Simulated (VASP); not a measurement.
# Na (C2/m) in VASP: notebook

Na is run at these levels: PBEsol; tasks: single point.

Everything below comes from runs of VASP 6.6.1. Logs are shortened: lines on timing, memory, paths and dates and some standing lists are left out, and cuts for length are marked.

### Step 1. The cell of the first run

It takes space group C2/m (No. 12, monoclinic). The conventional cell has a = 6.279 Å, b = 3.667 Å, c = 9.509 Å, α = 90.00°, β = 104.39°, γ = 90.00°. Na (site symmetry 2/m) has 12 Na at 3.64 to 3.78 Å within 4.8 Å. Within 4.8 Å of Na (site symmetry m) lie 12 Na at 3.64 to 3.78 Å.

### Step 2. Single point, PBEsol (biaxial strain in the a-b plane: -2.0 %)

Input file INCAR:

```
ALGO = Fast
EDIFF = 1E-6
ENCUT = 520
GGA = PS
ISIF = 2
ISMEAR = 0
LASPH = T
LCHARG = F
LREAL = F
LWAVE = F
NBANDS = 30
NELM = 80
PREC = Accurate
SIGMA = 0.1
```

Input file KPOINTS:

```
k-points
0
Gamma
  6 10 4
```

Input file POSCAR:

```
Na
1.0
    6.2792638282      0.0000000000      0.0000000000
    0.0000000000      3.6666845086      0.0000000000
   -2.3626829920      0.0000000000      9.2111227093
Na
6
Direct
    0.0000000000      0.0000000000      0.0000000000
    0.7261182800      0.5000000000      0.6666689222
    0.7738817200      0.0000000000      0.3333310778
    0.5000000000      0.5000000000      0.0000000000
    0.2261182800      0.0000000000      0.6666689222
    0.2738817200      0.5000000000      0.3333310778
```

Potentials or basis: VASP PAW PBE potentials, release 64 (Na_pv).

Run with:

```console
$ cat potpaw_PBE.64/Na_pv/POTCAR > POTCAR
$ mpirun -np 1 vasp_std > vasp.out
```

OUTCAR:

```text
EDIFF = 1E-6
   ENCUT = 520
   GGA = PS
   ISIF = 2
   ISMEAR = 0
   LASPH = T
   LREAL = F
   NELM = 80
   PREC = Accurate

 ion  position               nearest neighbor table
   1  0.000  0.000  0.000-
   2  0.726  0.500  0.667-
   3  0.774  0.000  0.333-
   4  0.500  0.500  0.000-
   5  0.226  0.000  0.667-
   6  0.274  0.500  0.333-

  LATTYP: Found a simple monoclinic cell.
 ALAT       =     6.2792638282
 B/A-ratio  =     0.5839354117
 C/A-ratio  =     1.5143994975
 COS(beta)  =    -0.2484598779

  Lattice vectors:

 A1 = (   6.2792638282,   0.0000000000,   0.0000000000)
 A2 = (   0.0000000000,   3.6666845086,   0.0000000000)
 A3 = (  -2.3626829920,   0.0000000000,   9.2111227093)

Analysis of symmetry for initial positions (statically):
=====================================================================
 Subroutine PRICEL returns following result:

  LATTYP: Found a base centered monoclinic cell.
 ALAT       =     6.2792638282
 B/A-ratio  =     0.5839354117
 C/A-ratio  =     1.5143994975
 COS(beta)  =    -0.2484598779

  Lattice vectors:

 A1 = (   3.1396319141,  -1.8333422543,   0.0000000000)
 A2 = (   3.1396319141,   1.8333422543,   0.0000000000)
 A3 = (  -2.3626829920,   0.0000000000,   9.2111227093)

   2 primitive cells build up your supercell.

 Routine SETGRP: Setting up the symmetry group for a
 simple monoclinic supercell.

 Subroutine GETGRP returns: Found  4 space group operations
 (whereof  4 operations were pure point group operations)
 out of a pool of  4 trial point group operations.

The static configuration has the point symmetry C_2h.

Analysis of symmetry for dynamics (positions and initial velocities):
=====================================================================
 Subroutine PRICEL returns following result:

  LATTYP: Found a base centered monoclinic cell.
 ALAT       =     6.2792638282
 B/A-ratio  =     0.5839354117
 C/A-ratio  =     1.5143994975
 COS(beta)  =    -0.2484598779

  Lattice vectors:

 A1 = (   3.1396319141,  -1.8333422543,   0.0000000000)
 A2 = (   3.1396319141,   1.8333422543,   0.0000000000)
 A3 = (  -2.3626829920,   0.0000000000,   9.2111227093)

   2 primitive cells build up your supercell.

 Routine SETGRP: Setting up the symmetry group for a
 simple monoclinic supercell.

 Subroutine GETGRP returns: Found  4 space group operations
 (whereof  4 operations were pure point group operations)
 out of a pool of  4 trial point group operations.

The dynamic configuration has the point symmetry C_2h.

 Subroutine INISYM returns: Found  4 space group operations
 (whereof  4 operations are pure point group operations),
 and found     2 'primitive' translations

----------------------------------------------------------------------------------------

                                     Primitive cell

  volume of cell :     106.0388

  direct lattice vectors                    reciprocal lattice vectors
     3.139631914 -1.833342254  0.000000000     0.159254337 -0.272725946  0.040849257
     3.139631914  1.833342254  0.000000000     0.159254337  0.272725946  0.040849257
    -2.362682992  0.000000000  9.211122709     0.000000000  0.000000000  0.108564399

  length of vectors
     3.635716212  3.635716212  9.509313986     0.318449442  0.318449442  0.108564399

  position of ions in fractional coordinates (direct lattice)
     0.000000000  0.000000000  0.000000000
     0.226118280  0.226118280  0.666668922
     0.773881720  0.773881720  0.333331078

  ion indices of the primitive-cell ions
   primitive index   ion index
                 1           1
                 2           5
                 3           3

----------------------------------------------------------------------------------------

 KPOINTS: k-points

Automatic generation of k-mesh.
 Grid dimensions read from file:
 generate k-points for:    6   10    4

 Generating k-lattice:

  Cartesian coordinates                     Fractional coordinates (reciprocal lattice)
     0.026542390  0.000000000  0.006808209     0.166666667  0.000000000  0.000000000
     0.000000000  0.027272595  0.000000000     0.000000000  0.100000000  0.000000000
     0.000000000  0.000000000  0.027141100     0.000000000  0.000000000  0.250000000

  Length of vectors
     0.027401645  0.027272595  0.027141100

  Shift w.r.t. Gamma in fractional coordinates (k-lattice)
     0.000000000  0.000000000  0.000000000

 Subroutine IBZKPT returns following result:
 ===========================================

 Found     84 irreducible k-points:

 Following reciprocal coordinates:
            Coordinates               Weight
  0.000000  0.000000  0.000000      1.000000
  0.166667  0.000000  0.000000      2.000000
  0.333333  0.000000  0.000000      2.000000
  0.500000  0.000000  0.000000      1.000000
  0.000000  0.100000  0.000000      2.000000
  0.166667  0.100000  0.000000      4.000000
[... 16 lines left out ...]
  0.333333  0.500000  0.000000      2.000000
[... 39 lines left out ...]
     AMIX     =   0.40;   BMIX     =  1.00
     AMIX_MAG =   1.60;   BMIX_MAG =  1.00
  volume/ion in A,a.u.               =      35.35       238.53
  Fermi-wavevector in a.u.,A,eV,Ry     =   0.954244  1.803261 12.389227  0.910582
  Thomas-Fermi vector in A             =   2.082973
   LORBIT       =      0    0 simple, 1 ext, 2 COOP (PROOUT), +10 PAW based schemes
   GGA     = PS    functional components
   LHFCALC =     F    Hartree Fock is set to
   AEXX    =    0.0000 exact exchange contribution
   IVDW    =     0    specifies the selected vdW correction
   LEPSILON=     F    determine dielectric tensor
   LRPA    =     F    only Hartree local field effects (RPA)
 non-spin polarized calculation
 RMM-DIIS sequential band-by-band and
 Gauss-broadening in eV      SIGMA  =   0.10
  energy-cutoff  :      520.00
  volume of cell :      212.08
 maximum number of plane-waves:      5744
   NGX = 23   NGY = 13   NGZ = 35

 number of electron      42.0000045 magnetization

 Free energy of the ion-electron system (eV)
  ---------------------------------------------------
  ext. energy  EPLUGINS =         0.00000000
  ---------------------------------------------------
  free energy    TOTEN  =        -8.41174070 eV

  energy without entropy =       -8.40310366  energy(sigma->0) =       -8.40742218

 E-fermi :   0.4631     XC(G=0):  -6.6278

 val. band max:        0.3919833937   @ k =  -0.1667   0.1000   0.2500
 cond. band min:       0.4662390673   @ k =   0.5000   0.2000   0.2500
 fundamental gap:      0.0742556736
 Fermi energy:         0.4631032849

 k-point     1 :       0.0000    0.0000    0.0000
  band No.  band energies     occupation
      1     -24.3444      2.00000
      2     -24.3430      2.00000
      3     -24.3388      2.00000
      4     -24.3307      2.00000
      5     -24.3306      2.00000
      6     -24.3214      2.00000
[... 22 lines left out ...]
     29       4.0762      0.00000
     30       5.3348      0.00000

 k-point     2 :       0.1667    0.0000    0.0000
  band No.  band energies     occupation
      1     -24.3420      2.00000
      2     -24.3409      2.00000
      3     -24.3366      2.00000
      4     -24.3326      2.00000
      5     -24.3276      2.00000
      6     -24.3224      2.00000
[... 22 lines left out ...]
     29       4.6729      0.00000
     30       5.5495      0.00000

 k-point     3 :       0.3333    0.0000    0.0000
  band No.  band energies     occupation
      1     -24.3363      2.00000
      2     -24.3354      2.00000
      3     -24.3333      2.00000
      4     -24.3304      2.00000
      5     -24.3249      2.00000
      6     -24.3230      2.00000
[... 22 lines left out ...]
     29       5.2365      0.00000
     30       7.1368      0.00000

 k-point     4 :       0.5000    0.0000    0.0000
  band No.  band energies     occupation
      1     -24.3336      2.00000
      2     -24.3336      2.00000
      3     -24.3277      2.00000
      4     -24.3277      2.00000
      5     -24.3217      2.00000
      6     -24.3217      2.00000
[... 616 lines left out ...]
     29       4.8944      0.00000
     30       4.8945      0.00000

 k-point    23 :       0.3333    0.5000    0.0000
  band No.  band energies     occupation
      1     -24.3427      2.00000
      2     -24.3427      2.00000
      3     -24.3408      2.00000
      4     -24.3408      2.00000
      5     -24.3378      2.00000
      6     -24.3378      2.00000
[... 22 lines left out ...]
     29       4.1583      0.00000
     30       4.1583      0.00000

 k-point    24 :       0.5000    0.5000    0.0000
  band No.  band energies     occupation
      1     -24.3441      2.00000
      2     -24.3441      2.00000
      3     -24.3417      2.00000
      4     -24.3417      2.00000
      5     -24.3395      2.00000
      6     -24.3395      2.00000
[... 22 lines left out ...]
     29       3.3066      0.00000
     30       3.3066      0.00000

 [... further k-points ...]
[... 5 lines left out ...]
  --------------------------------------------------------------------------------------
  -------------------------------------------------------------------------------------
  Total        0.4813287      0.5311705     -0.1880240      0.0000000      0.0000000      0.0480057
  in kB        3.6362813      4.0128199     -1.4204599      0.0000000      0.0000000      0.3626674
  external PRESSURE =       2.0762138 kB  Pullay stress =       0.0000000 kB

 VOLUME and BASIS-vectors are now :
 -----------------------------------------------------------------------------
  energy-cutoff  :      520.00
  volume of cell :      212.08
      direct lattice vectors                 reciprocal lattice vectors
     6.279263828  0.000000000  0.000000000     0.159254337  0.000000000  0.040849257
     0.000000000  3.666684509  0.000000000     0.000000000  0.272725946  0.000000000
    -2.362682992  0.000000000  9.211122709     0.000000000  0.000000000  0.108564399

 POSITION                                       TOTAL-FORCE (eV/Angst)
 -----------------------------------------------------------------------------------
      0.00000      0.00000      0.00000         0.000000      0.000000      0.000000
      2.98436      1.83334      6.14077        -0.000240     -0.000000      0.000048
      4.07185      0.00000      3.07035         0.000240      0.000000     -0.000048
      3.13963      1.83334      0.00000         0.000000      0.000000      0.000000
     -0.15527      0.00000      6.14077        -0.000240     -0.000000      0.000048
      0.93222      1.83334      3.07035         0.000240      0.000000     -0.000048
 -----------------------------------------------------------------------------------
    total drift:                                0.000000     -0.000000      0.000000

  FREE ENERGIE OF THE ION-ELECTRON SYSTEM (eV)
  ---------------------------------------------------
  free  energy   TOTEN  =        -8.4117406998 eV

  energy  without entropy=       -8.4031036649  energy(sigma->0) =       -8.40742218
```

Wall time 20 min (1 thread of Intel Xeon 8259CL, shared host); peak memory 0.52 GiB.

What came out:

| Quantity | Value |
| --- | --- |
| Free energy | -8.4117 eV |
| Pressure | 0.2 GPa |
| Band gap on the k mesh | zero (bands 21 and 22 overlap by 2.84 eV) |

Stress tensor (GPa, compression positive):
```
 0.36  0.00  0.04
 0.00  0.40  0.00
 0.04  0.00 -0.14
```

Levels at points of the mesh, in eV from the Fermi level:
| k point | band 19 | band 20 | band 21 | band 22 | band 23 | band 24 |
| --- | --- | --- | --- | --- | --- | --- |
| (0.00, 0.00, 0.00) | -3.40 | -1.60 | -1.60 | 0.57 | 0.67 | 0.91 |
| (0.50, 0.00, 0.00) | -2.36 | -2.36 | -1.25 | -1.25 | 0.06 | 0.06 |
| (0.00, 0.50, 0.00) | -0.58 | -0.58 | 1.10 | 1.10 | 1.11 | 1.11 |
| (0.50, 0.50, 0.00) | 0.32 | 0.32 | 0.47 | 0.47 | 1.24 | 1.24 |
| (0.00, 0.00, 0.50) | -2.94 | -2.94 | 0.34 | 0.39 | 0.51 | 0.81 |
| (0.50, 0.00, 0.50) | -2.25 | -2.25 | -1.58 | -1.58 | 0.58 | 0.58 |
| (0.00, 0.50, 0.50) | -0.15 | -0.15 | -0.15 | -0.15 | 2.77 | 2.77 |
| (0.50, 0.50, 0.50) | 0.44 | 0.44 | 0.55 | 0.55 | 0.96 | 0.96 |

Caveat: the cell differs from its parent crystal (biaxial strain in the a-b plane: -2.0 %); the PAW data sets were made with another functional, which shifts forces and pressure a little.

### Step 3. Single point, PBEsol

This run uses another cell than the first one: it holds 3 atoms, not 6.

Input file INCAR:

```
SYSTEM = Na
  PREC = Accurate
  ENCUT = 520
  EDIFF = 1E-6
  ISMEAR = 0
  SIGMA = 0.1
  LREAL = .False.
  LASPH = .True.
  NELM = 100
  ALGO = Normal
  ISIF = 2
  LWAVE = .False.
  LCHARG = .False.
  GGA = PS
  NBANDS = 18
```

Input file KPOINTS:

```
regular mesh
0
Gamma
  14 14 6
  0 0 0
```

Input file POSCAR:

```
Na
1.0
    3.2037934085     -1.8706645067     -0.0401280650
    3.2037934085      1.8706645067     -0.0401280650
   -2.2968680076      0.0000000000      9.1311701592
Na
3
Direct
    0.0000000000      0.0000000000      0.0000000000
    0.2259928563      0.2259928563      0.6666704448
    0.7740071437      0.7740071437      0.3333295552
```

Potentials or basis: VASP PAW PBE potentials, release 64 (Na_pv).

Run with:

```console
$ cat potpaw_PBE.64/Na_pv/POTCAR > POTCAR
$ mpirun -np 1 vasp_std > vasp.out
```

It took 3.4 min on 1 thread of AMD EPYC 9R45 (Zen 5), shared host; peak memory 0.5 GiB.

It converged, with:

| Quantity | Value |
| --- | --- |
| Free energy | -4.2051 eV |
| Pressure | 0.0 GPa |
| Band gap on the k mesh | zero (an odd number of electrons rules out a gap without spin polarisation) |

Levels at points of the mesh, in eV from the Fermi level:
| k point | band 7 | band 8 | band 9 | band 10 | band 11 | band 12 | band 13 | band 14 | band 15 | band 16 |
| --- | --- | --- | --- | --- | --- | --- | --- | --- | --- | --- |
| (0.00, 0.00, 0.00) | -24.76 | -24.76 | -24.76 | -3.32 | -1.47 | -1.47 | 3.81 | 3.82 | 10.23 | 10.30 |
| (0.50, 0.00, 0.00) | -24.77 | -24.77 | -24.77 | 0.28 | 0.40 | 1.22 | 1.70 | 2.71 | 2.84 | 5.88 |
| (0.50, 0.50, 0.00) | -24.77 | -24.77 | -24.77 | 0.52 | 0.62 | 0.86 | 1.27 | 3.54 | 3.64 | 4.93 |
| (0.00, 0.00, 0.50) | -24.77 | -24.76 | -24.76 | -2.85 | -2.85 | 0.55 | 1.00 | 7.55 | 7.56 | 10.00 |
| (0.50, 0.00, 0.50) | -24.77 | -24.77 | -24.77 | 0.40 | 0.49 | 0.92 | 1.37 | 3.20 | 3.35 | 5.20 |
| (0.50, 0.50, 0.50) | -24.78 | -24.77 | -24.77 | 0.29 | 0.44 | 1.46 | 1.93 | 2.51 | 2.66 | 6.20 |

Caveat: the PAW data sets were made with another functional, which shifts forces and pressure a little.

### Step 4. Single point, PBEsol (uniaxial strain along c: +1.0 %, then relaxed in part)

Input file INCAR:

```
ALGO = Normal ; EDIFF = 1E-6
ENCUT = 520 ; GGA = PS
ISIF = 2 ; ISMEAR = 0
LASPH = T ; LCHARG = T
LELF = T ; LREAL = F
LVHAR = T ; LWAVE = F
NBANDS = 30 ; NELM = 100
PREC = Accurate ; SIGMA = 0.1
```

Input file KPOINTS:

```
k-points
0
Gamma
  6 10 4
```

Input file POSCAR:

```
Na
1.0
    6.3973215233      0.0000000000     -0.0198275347
    0.0000000000      3.7319756909      0.0000000000
   -2.4351588573      0.0000000000      9.1927044590
Na
6
Direct
    0.0000000000      0.0000000000      0.0000000000
    0.7259928563      0.5000000000      0.6666704448
    0.7740071437      0.0000000000      0.3333295552
    0.5000000000      0.5000000000      0.0000000000
    0.2259928563      0.0000000000      0.6666704448
    0.2740071437      0.5000000000      0.3333295552
```

Run with:

```console
$ cat potpaw_PBE.64/Na_pv/POTCAR > POTCAR
$ mpirun -np 1 vasp_std > vasp.out
```

It took 3.2 min on 1 thread of AMD EPYC 9R45 (Zen 5), shared host; peak memory 0.5 GiB.

The run converged. Its results:

```
Free energy            : -8.4212 eV
Pressure               : 0.0 GPa
Band gap on the k mesh : zero (bands 21 and 22 overlap by 2.72 eV)
```

Stress tensor (GPa, compression positive):
```
-0.05  0.00  0.06
 0.00  0.03  0.00
 0.06  0.00 -0.12
```

Levels at points of the mesh, in eV from the Fermi level:
```csv
k point,band 17,band 18,band 19,band 20,band 21,band 22,band 23,band 24,band 25,band 26
"(0.00, 0.00, 0.00)",-24.78,-24.78,-3.32,-1.51,-1.51,0.54,0.63,0.85,1.24,3.53
"(0.50, 0.00, 0.00)",-24.78,-24.78,-2.31,-2.31,-1.21,-1.21,0.13,0.13,3.28,3.28
"(0.00, 0.50, 0.00)",-24.79,-24.79,-0.60,-0.60,1.10,1.10,1.10,1.10,3.09,3.09
"(0.50, 0.50, 0.00)",-24.79,-24.79,0.29,0.29,0.42,0.42,1.20,1.20,1.68,1.68
"(0.00, 0.00, 0.50)",-24.78,-24.78,-2.86,-2.86,0.30,0.44,0.49,0.91,1.47,1.94
"(0.50, 0.00, 0.50)",-24.78,-24.78,-2.21,-2.21,-1.52,-1.52,0.62,0.62,2.62,2.62
"(0.00, 0.50, 0.50)",-24.79,-24.79,-0.17,-0.17,-0.17,-0.17,2.70,2.70,2.84,2.84
"(0.50, 0.50, 0.50)",-24.79,-24.79,0.40,0.40,0.49,0.49,0.93,0.93,1.38,1.38
```

Caveat: the cell differs from its parent crystal (uniaxial strain along c: +1.0 %, then relaxed in part); the PAW data sets were made with another functional, which shifts forces and pressure a little.

### Step 5. Single point, PBEsol (uniaxial strain along c: +1.0 %)

Input file INCAR:

```
PREC = Accurate
ENCUT = 520
EDIFF = 1E-6
ISMEAR = 0
SIGMA = 0.1
LREAL = False
LASPH = True
NELM = 100
ALGO = Normal
ISIF = 2
LWAVE = False
LCHARG = True
GGA = PS
LELF = True
LVHAR = True
NBANDS = 30
```

Input file KPOINTS:

```
Automatic mesh
0
Gamma
  6 10 4
```

POSCAR is that of step 4.

Run with:

```console
$ cat potpaw_PBE.64/Na_pv/POTCAR > POTCAR
$ mpirun -np 1 vasp_std > vasp.out
```

Run time: 2.9 min. Hardware: 1 thread of AMD EPYC 9R45 (Zen 5), shared host; peak memory 0.49 GiB.

It converged, with:

| Property | Result |
| --- | --- |
| Free energy | -8.4212 eV |
| Pressure | 0.0 GPa |
| Band gap on the k mesh | zero (bands 21 and 22 overlap by 2.72 eV) |

Stress tensor (GPa, compression positive):
```
-0.05  0.00  0.06
 0.00  0.03  0.00
 0.06  0.00 -0.12
```

Levels at points of the mesh, in eV from the Fermi level:
```
           k point  band 18  band 19  band 20  band 21  band 22  band 23  band 24  band 25
(0.00, 0.00, 0.00)   -24.78    -3.32    -1.51    -1.51     0.54     0.63     0.85     1.24
(0.50, 0.00, 0.00)   -24.78    -2.31    -2.31    -1.21    -1.21     0.13     0.13     3.28
(0.00, 0.50, 0.00)   -24.79    -0.60    -0.60     1.10     1.10     1.10     1.10     3.09
(0.50, 0.50, 0.00)   -24.79     0.29     0.29     0.42     0.42     1.20     1.20     1.68
(0.00, 0.00, 0.50)   -24.78    -2.86    -2.86     0.30     0.44     0.49     0.91     1.47
(0.50, 0.00, 0.50)   -24.78    -2.21    -2.21    -1.52    -1.52     0.62     0.62     2.62
(0.00, 0.50, 0.50)   -24.79    -0.17    -0.17    -0.17    -0.17     2.70     2.70     2.84
(0.50, 0.50, 0.50)   -24.79     0.40     0.40     0.49     0.49     0.93     0.93     1.38
```

Caveat: the cell differs from its parent crystal (uniaxial strain along c: +1.0 %); the PAW data sets were made with another functional, which shifts forces and pressure a little.

### Step 6. The runs side by side

```csv
cell,k mesh,gap on the mesh (eV),pressure (GPa)
"a = 6.279, b = 3.667, c = 9.509 Å, angles 90.0, 104.4, 90.0°, 6 atoms, atomic positions A",6 × 10 × 4,none,0.2
"a = 3.710, b = 3.710, c = 9.416 Å, angles 102.8, 102.8, 60.6°, 3 atoms, atomic positions B",14 × 14 × 6,none,0.0
"a = 6.397, b = 3.732, c = 9.510 Å, angles 90.0, 105.0, 90.0°, 6 atoms, atomic positions C",6 × 10 × 4,none,0.0
```

Alike in all rows: task single point; level PBEsol; potentials or basis VASP PAW PBE potentials, release 64 (Na_pv); no spin polarisation; cutoff (eV) 520; smearing gaussian 0.1 eV.

Caveats: the PAW data sets were made with another functional, which shifts forces and pressure a little.

Total energies depend on the potentials used, so only differences within one code and one set of settings carry meaning.

The gap in the log of VASP goes by the Fermi energy; the results here count the filled bands.